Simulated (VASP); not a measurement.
# GaSb: single point with PBE

GaSb:

```
Ga Sb
1.0
    -2.83050    2.83050    1.77090
     2.83050   -2.83050    1.77090
     2.83050    2.83050   -1.77090
Ga Sb
1 1
Direct
  0.25000 0.75000 0.50000
  0.00000 0.00000 0.00000
```

```
Program                : VASP 6.6.1
Task                   : single point
Functional             : PBE
Potentials or basis    : VASP PAW PBE potentials, release 64 (Ga_d, Sb)
Cutoff                 : 520 eV
k mesh                 : 16 × 16 × 16
Occupations            : gaussian, width 0.15 eV
Spin                   : no spin polarisation
Dipole correction      : no
Further INCAR settings : ALGO = Normal; EDIFF = 1e-06; NBANDS = 16
```

```
Pressure               : -5.1 GPa
Band gap on the k mesh : zero (bands 9 and 10 overlap by 4.07 eV)
```

Stress tensor (GPa, compression positive):
```
-4.68  0.00  0.00
 0.00 -4.68  0.00
 0.00  0.00 -5.80
```

Levels at points of the mesh, in eV from the Fermi level:
```csv
k point,band 5,band 6,band 7,band 8,band 9,band 10,band 11,band 12,band 13,band 14
"(0.00, 0.00, 0.00)",-14.76,-10.85,-2.83,-1.27,-1.27,3.21,3.98,5.72,6.37,6.37
"(0.50, 0.00, 0.00)",-14.74,-8.41,-5.19,-2.14,-1.45,-0.75,2.58,3.05,4.71,7.99
"(0.50, 0.50, 0.00)",-14.75,-9.58,-7.09,0.21,1.57,2.16,2.53,3.55,5.22,6.99
"(0.50, 0.50, 0.50)",-14.74,-8.68,-5.32,-4.02,-4.02,1.94,3.55,9.19,9.19,10.80
```

Wall time 6.6 min on 1 thread of AMD EPYC 7R13, with other jobs on the host, peak memory 0.44 GiB.

Caveat: the cell stands under tension; spin-orbit coupling is left out, which moves the levels of the heavy elements.
